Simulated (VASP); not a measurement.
# LiOs (Pm-3m) in VASP: single point with r2SCAN

Aim: the single point of LiOs with r2SCAN.

Everything below comes from runs of VASP 6.6.1. Logs are shortened: lines on timing, memory, paths and dates and some standing lists are left out, and cuts for length are marked.

**1. The cell of the first run**

It takes space group Pm-3m (No. 221, cubic). Conventional cell: a = 2.863 Å, b = 2.863 Å, c = 2.863 Å, α = 90.00°, β = 90.00°, γ = 90.00°. Within 3.3 Å of Li (site symmetry m-3m) lie 8 Os at 2.48 Å and 6 Li at 2.86 Å. Os (site symmetry m-3m) has 8 Li at 2.48 Å and 6 Os at 2.86 Å within 3.3 Å.

**2. Single point, r2SCAN**

Input file POSCAR:

```
LiOs
1.0
    2.8625631705      0.0000000000      0.0000000000
    0.0000000000      2.8625631705      0.0000000000
    0.0000000000      0.0000000000      2.8625631705
Li Os
1 1
Direct
    0.0000000000      0.0000000000      0.0000000000
    0.5000000000      0.5000000000      0.5000000000
```

Input file INCAR.step1:

```
SYSTEM = LiOs
  PREC = Accurate
  ENCUT = 830
  ISMEAR = 0
  SIGMA = 0.1
  LREAL = .False.
  LASPH = .True.
  NELM = 120
  NBANDS = 16
  GGA = PE
  ALGO = Normal
  EDIFF = 1E-5
  LWAVE = .True.
  LCHARG = .False.
  GGA_COMPAT = .False.
```

Input file INCAR.step2:

```
SYSTEM = LiOs
  PREC = Accurate
  ENCUT = 830
  EDIFF = 1E-6
  ISMEAR = 0
  SIGMA = 0.1
  LREAL = .False.
  LASPH = .True.
  NELM = 120
  ALGO = Normal
  ISIF = 2
  LWAVE = .False.
  LCHARG = .False.
  METAGGA = R2SCAN
  LMIXTAU = .True.
  NBANDS = 16
  ISTART = 1
  GGA_COMPAT = .False.
```

Input file KPOINTS:

```
Automatic mesh
0
Gamma
  20 20 20
  0 0 0
```

Potentials or basis: VASP PAW PBE potentials, release 64 (Li_sv, Os_sv_GW).

On the command line:

```sh
$ cat potpaw_PBE.64/Li_sv/POTCAR potpaw_PBE.64/Os_sv_GW/POTCAR > POTCAR
$ cp INCAR.step1 INCAR
$ mpirun -np 1 vasp_std > vasp.out
$ cp INCAR.step2 INCAR
$ mpirun -np 1 vasp_std > vasp.out
```

OUTCAR:

```text
SYSTEM = LiOs
   PREC = Accurate
   ENCUT = 830
   EDIFF = 1E-6
   ISMEAR = 0
   LREAL = .False.
   LASPH = .True.
   NELM = 120
   ISIF = 2
   METAGGA = R2SCAN
   ISTART = 1

 ion  position               nearest neighbor table
   1  0.000  0.000  0.000-   2 2.48   2 2.48   2 2.48   2 2.48   2 2.48   2 2.48   2 2.48   2 2.48

   2  0.500  0.500  0.500-   1 2.48   1 2.48   1 2.48   1 2.48   1 2.48   1 2.48   1 2.48   1 2.48

  LATTYP: Found a simple cubic cell.
 ALAT       =     2.8625631705

  Lattice vectors:

 A1 = (   2.8625631705,   0.0000000000,   0.0000000000)
 A2 = (   0.0000000000,   2.8625631705,   0.0000000000)
 A3 = (   0.0000000000,   0.0000000000,   2.8625631705)

Analysis of symmetry for initial positions (statically):
=====================================================================
 Subroutine PRICEL returns:
 Original cell was already a primitive cell.

 Routine SETGRP: Setting up the symmetry group for a
 simple cubic supercell.

 Subroutine GETGRP returns: Found 48 space group operations
 (whereof 48 operations were pure point group operations)
 out of a pool of 48 trial point group operations.

The static configuration has the point symmetry O_h .

Analysis of symmetry for dynamics (positions and initial velocities):
=====================================================================
 Subroutine PRICEL returns:
 Original cell was already a primitive cell.

 Routine SETGRP: Setting up the symmetry group for a
 simple cubic supercell.

 Subroutine GETGRP returns: Found 48 space group operations
 (whereof 48 operations were pure point group operations)
 out of a pool of 48 trial point group operations.

The dynamic configuration has the point symmetry O_h .

 Subroutine INISYM returns: Found 48 space group operations
 (whereof 48 operations are pure point group operations),
 and found     1 'primitive' translations

----------------------------------------------------------------------------------------

                                     Primitive cell

  volume of cell :      23.4566

  direct lattice vectors                    reciprocal lattice vectors
     2.862563171  0.000000000  0.000000000     0.349337269  0.000000000  0.000000000
     0.000000000  2.862563171  0.000000000     0.000000000  0.349337269  0.000000000
     0.000000000  0.000000000  2.862563171     0.000000000  0.000000000  0.349337269

  length of vectors
     2.862563171  2.862563171  2.862563171     0.349337269  0.349337269  0.349337269

  position of ions in fractional coordinates (direct lattice)
     0.000000000  0.000000000  0.000000000
     0.500000000  0.500000000  0.500000000

  ion indices of the primitive-cell ions
   primitive index   ion index
                 1           1
                 2           2

----------------------------------------------------------------------------------------

 KPOINTS: Automatic mesh

Automatic generation of k-mesh.
 Grid dimensions read from file:
 generate k-points for:   20   20   20

 Generating k-lattice:

  Cartesian coordinates                     Fractional coordinates (reciprocal lattice)
     0.017466863  0.000000000  0.000000000     0.050000000  0.000000000  0.000000000
     0.000000000  0.017466863  0.000000000     0.000000000  0.050000000  0.000000000
     0.000000000  0.000000000  0.017466863     0.000000000  0.000000000  0.050000000

  Length of vectors
     0.017466863  0.017466863  0.017466863

  Shift w.r.t. Gamma in fractional coordinates (k-lattice)
     0.000000000  0.000000000  0.000000000

 Subroutine IBZKPT returns following result:
 ===========================================

 Found    286 irreducible k-points:

 Following reciprocal coordinates:
            Coordinates               Weight
  0.000000  0.000000  0.000000      1.000000
  0.050000  0.000000  0.000000      6.000000
  0.100000  0.000000  0.000000      6.000000
  0.150000  0.000000  0.000000      6.000000
  0.200000  0.000000  0.000000      6.000000
  0.250000  0.000000  0.000000      6.000000
[... 16 lines left out ...]
  0.150000  0.100000  0.000000     24.000000
  0.200000  0.100000  0.000000     24.000000
 [... further k-points ...]
   k-points           NKPTS =    286   k-points in BZ     NKDIM =    286   number of bands    NBANDS=     16
   number of dos      NEDOS =    301   number of ions     NIONS =      2
   total plane-waves  NPLWV =  21952
   dimension x,y,z NGX =    28 NGY =   28 NGZ =   28
   dimension x,y,z NGXF=    56 NGYF=   56 NGZF=   56
   ions per type =               1   1
   NGX,Y,Z   is equivalent  to a cutoff of  16.26, 16.26, 16.26 a.u.
   NGXF,Y,Z  is equivalent  to a cutoff of  32.52, 32.52, 32.52 a.u.
 SYSTEM =  LiOs
   PREC   = accura    normal or accurate (medium, high low for compatibility)
   ISTART =      1    job   : 0-new  1-cont  2-samecut
   ICHARG =      0    charge: 1-file 2-atom 10-const
   ISPIN  =      1    spin polarized calculation?
   LNONCOLLINEAR =      F non collinear calculations
   LSORBIT =      F    spin-orbit coupling
   LASPH  =      T    aspherical Exc in radial PAW
   ENCUT  =  830.0 eV  61.00 Ry    7.81 a.u.   6.72  6.72  6.72*2*pi/ulx,y,z
   NELM   =    120;   NELMIN=  2; NELMDL=  0     # of ELM steps
   EDIFF  = 0.1E-05   stopping-criterion for ELM
   LREAL  =      F    real-space projection
   EDIFFG = 0.1E-04   stopping-criterion for IOM
   NSW    =      0    number of steps for IOM
   IBRION =     -1    ionic relax: 0-MD 1-quasi-New 2-CG
   NFREE  =      0    steps in history (QN), initial steepest desc. (CG)
   ISIF   =      2    stress and relaxation
   ISYM   =      2    0-nonsym 1-usesym 2-fastsym
   POTIM  = 0.5000    time-step for ionic-motion
   TEBEG  =    0.0;   TEEND  =   0.0 temperature during run
   PSTRESS=    0.0 pullay stress
   NELECT =      19.0000    total number of electrons
   NUPDOWN=      -1.0000    fix difference up-down
   EMIN   =  10.00;   EMAX   =-10.00  energy-range for DOS
   EFERMI =   0.00;   METHOD = LEGACY
   ISMEAR =     0;   SIGMA  =   0.10  broadening in eV -4-tet -1-fermi 0-gaus
   EFERMI_NEDOS =   21; number of points for ismear=-14 and -15
   IALGO  =     38    algorithm
   IMIX   =      4    mixing-type and parameters
     AMIX     =   0.40;   BMIX     =  1.00
     AMIX_MAG =   1.60;   BMIX_MAG =  1.00
  volume/ion in A,a.u.               =      11.73        79.15
  Fermi-wavevector in a.u.,A,eV,Ry     =   1.526058  2.883831 31.685956  2.328852
  Thomas-Fermi vector in A             =   2.634143
   LORBIT       =      0    0 simple, 1 ext, 2 COOP (PROOUT), +10 PAW based schemes
   METAGGA = R2SCAN    functional components
   LHFCALC =     F    Hartree Fock is set to
   AEXX    =    0.0000 exact exchange contribution
   IVDW    =     0    specifies the selected vdW correction
   LEPSILON=     F    determine dielectric tensor
   LRPA    =     F    only Hartree local field effects (RPA)
 non-spin polarized calculation
 Gauss-broadening in eV      SIGMA  =   0.10
  energy-cutoff  :      830.00
  volume of cell :       23.46
 maximum number of plane-waves:      1328
 NGX is ok and might be reduce to    28
   NGX = 13   NGY = 13   NGZ = 13

 number of electron      18.9999994 magnetization

 Free energy of the ion-electron system (eV)
  ---------------------------------------------------
  ext. energy  EPLUGINS =         0.00000000
  ---------------------------------------------------
  free energy    TOTEN  =       -54.78632936 eV

  energy without entropy =      -54.77525834  energy(sigma->0) =      -54.78079385

 E-fermi :   8.4811     XC(G=0): -13.5677

 val. band max:        8.4754100932   @ k =   0.2000   0.1000   0.1000
 cond. band min:       8.4826589233   @ k =   0.1500   0.1500   0.0500
 fundamental gap:      0.0072488301
 Fermi energy:         8.4810595070

 k-point     1 :       0.0000    0.0000    0.0000
  band No.  band energies     occupation
      1     -79.0513      2.00000
      2     -37.6562      2.00000
      3     -37.6562      2.00000
      4     -37.6562      2.00000
      5     -37.4314      2.00000
      6       0.7135      2.00000
[... 8 lines left out ...]
     15      27.0452      0.00000
     16      27.0452      0.00000

 k-point     2 :       0.0500    0.0000    0.0000
  band No.  band energies     occupation
      1     -79.0509      2.00000
      2     -37.6763      2.00000
      3     -37.6554      2.00000
      4     -37.6554      2.00000
      5     -37.4196      2.00000
      6       0.7641      2.00000
[... 8 lines left out ...]
     15      26.7248      0.00000
     16      27.2331      0.00000

 k-point     3 :       0.1000    0.0000    0.0000
  band No.  band energies     occupation
      1     -79.0496      2.00000
      2     -37.7269      2.00000
      3     -37.6532      2.00000
      4     -37.6532      2.00000
      5     -37.3931      2.00000
      6       0.9081      2.00000
[... 8 lines left out ...]
     15      25.9617      0.00000
     16      27.7164      0.00000

 k-point     4 :       0.1500    0.0000    0.0000
  band No.  band energies     occupation
      1     -79.0476      2.00000
      2     -37.7937      2.00000
      3     -37.6498      2.00000
      4     -37.6498      2.00000
      5     -37.3637      2.00000
      6       1.1237      2.00000
[... 8 lines left out ...]
     15      25.0363      0.00000
     16      28.2863      0.00000

 k-point     5 :       0.2000    0.0000    0.0000
  band No.  band energies     occupation
      1     -79.0451      2.00000
      2     -37.8675      2.00000
      3     -37.6455      2.00000
      4     -37.6455      2.00000
      5     -37.3366      2.00000
      6       1.3779      2.00000
[... 8 lines left out ...]
     15      24.1015      0.00000
     16      28.6900      0.00000

 k-point     6 :       0.2500    0.0000    0.0000
  band No.  band energies     occupation
      1     -79.0423      2.00000
      2     -37.9421      2.00000
      3     -37.6407      2.00000
      4     -37.6407      2.00000
      5     -37.3136      2.00000
      6       1.6340      2.00000
[... 8 lines left out ...]
     15      23.2328      0.00000
     16      28.7963      0.00000

 k-point     7 :       0.3000    0.0000    0.0000
  band No.  band energies     occupation
      1     -79.0395      2.00000
      2     -38.0119      2.00000
      3     -37.6358      2.00000
      4     -37.6358      2.00000
      5     -37.2949      2.00000
      6       1.8619      2.00000
[... 8 lines left out ...]
     15      22.4736      0.00000
     16      28.6700      0.00000

 k-point     8 :       0.3500    0.0000    0.0000
  band No.  band energies     occupation
      1     -79.0370      2.00000
      2     -38.0720      2.00000
      3     -37.6315      2.00000
      4     -37.6315      2.00000
      5     -37.2806      2.00000
      6       2.0441      2.00000
[... 8 lines left out ...]
     15      22.5519      0.00000
     16      28.4178      0.00000

 k-point     9 :       0.4000    0.0000    0.0000
  band No.  band energies     occupation
      1     -79.0350      2.00000
      2     -38.1182      2.00000
      3     -37.6280      2.00000
      4     -37.6280      2.00000
      5     -37.2705      2.00000
      6       2.1742      2.00000
[... 8 lines left out ...]
     15      23.5214      0.00000
     16      28.0992      0.00000
[... 172 lines left out ...]
 k-point    19 :       0.4000    0.0500    0.0000
  band No.  band energies     occupation
      1     -79.0345      2.00000
      2     -38.1147      2.00000
      3     -37.6374      2.00000
      4     -37.6273      2.00000
      5     -37.2723      2.00000
      6       2.2447      2.00000
[... 8 lines left out ...]
     15      23.6211      0.00000
     16      27.7076      0.00000

 k-point    20 :       0.4500    0.0500    0.0000
  band No.  band energies     occupation
      1     -79.0332      2.00000
      2     -38.1436      2.00000
      3     -37.6348      2.00000
      4     -37.6251      2.00000
      5     -37.2669      2.00000
      6       2.3235      2.00000
[... 8 lines left out ...]
     15      24.5809      0.00000
     16      27.0163      0.00000

 k-point    21 :       0.5000    0.0500    0.0000
  band No.  band energies     occupation
      1     -79.0328      2.00000
      2     -38.1535      2.00000
      3     -37.6339      2.00000
      4     -37.6243      2.00000
      5     -37.2651      2.00000
      6       2.3496      2.00000
[... 8 lines left out ...]
     15      25.2007      0.00000
     16      26.4345      0.00000

 k-point    22 :       0.1000    0.1000    0.0000
  band No.  band energies     occupation
      1     -79.0479      2.00000
      2     -37.7487      2.00000
      3     -37.6874      2.00000
      4     -37.6503      2.00000
      5     -37.3666      2.00000
      6       1.1119      2.00000
[... 8 lines left out ...]
     15      25.9013      0.00000
     16      27.5573      0.00000

 k-point    23 :       0.1500    0.1000    0.0000
  band No.  band energies     occupation
      1     -79.0459      2.00000
      2     -37.7982      2.00000
      3     -37.6935      2.00000
      4     -37.6469      2.00000
      5     -37.3450      2.00000
      6       1.3383      2.00000
[... 8 lines left out ...]
     15      25.2709      0.00000
     16      28.0068      0.00000

 k-point    24 :       0.2000    0.1000    0.0000
  band No.  band energies     occupation
      1     -79.0434      2.00000
      2     -37.8642      2.00000
      3     -37.6902      2.00000
      4     -37.6425      2.00000
      5     -37.3248      2.00000
      6       1.6060      2.00000
[... 8 lines left out ...]
     15      24.4757      0.00000
     16      28.4440      0.00000

 [... further k-points ...]
[... 5 lines left out ...]
  --------------------------------------------------------------------------------------
  -------------------------------------------------------------------------------------
  Total        0.1727314      0.1727314      0.1727314     -0.0000000     -0.0000000      0.0000000
  in kB       11.7982211     11.7982211     11.7982211     -0.0000000     -0.0000000      0.0000000
  external PRESSURE =      11.7982211 kB  Pullay stress =       0.0000000 kB

 VOLUME and BASIS-vectors are now :
 -----------------------------------------------------------------------------
  energy-cutoff  :      830.00
  volume of cell :       23.46
      direct lattice vectors                 reciprocal lattice vectors
     2.862563171  0.000000000  0.000000000     0.349337269  0.000000000  0.000000000
     0.000000000  2.862563171  0.000000000     0.000000000  0.349337269  0.000000000
     0.000000000  0.000000000  2.862563171     0.000000000  0.000000000  0.349337269

 POSITION                                       TOTAL-FORCE (eV/Angst)
 -----------------------------------------------------------------------------------
      0.00000      0.00000      0.00000         0.000000      0.000000      0.000000
      1.43128      1.43128      1.43128         0.000000      0.000000      0.000000
 -----------------------------------------------------------------------------------
    total drift:                                0.000000      0.000000      0.000000

  FREE ENERGIE OF THE ION-ELECTRON SYSTEM (eV)
  ---------------------------------------------------
  free  energy   TOTEN  =       -54.7863293562 eV

  energy  without entropy=      -54.7752583434  energy(sigma->0) =      -54.78079385
```

Wall time 5.7 min (1 thread of Intel Xeon 6975P-C (Granite Rapids), shared host); peak memory 0.37 GiB.

What came out:

- Free energy: -54.7863 eV
- Pressure: 1.2 GPa
- Band gap on the k mesh: zero (an odd number of electrons rules out a gap without spin polarisation)

Caveat: the PAW data sets were made with another functional, which shifts forces and pressure a little; spin-orbit coupling is left out, which moves the levels of the heavy elements.
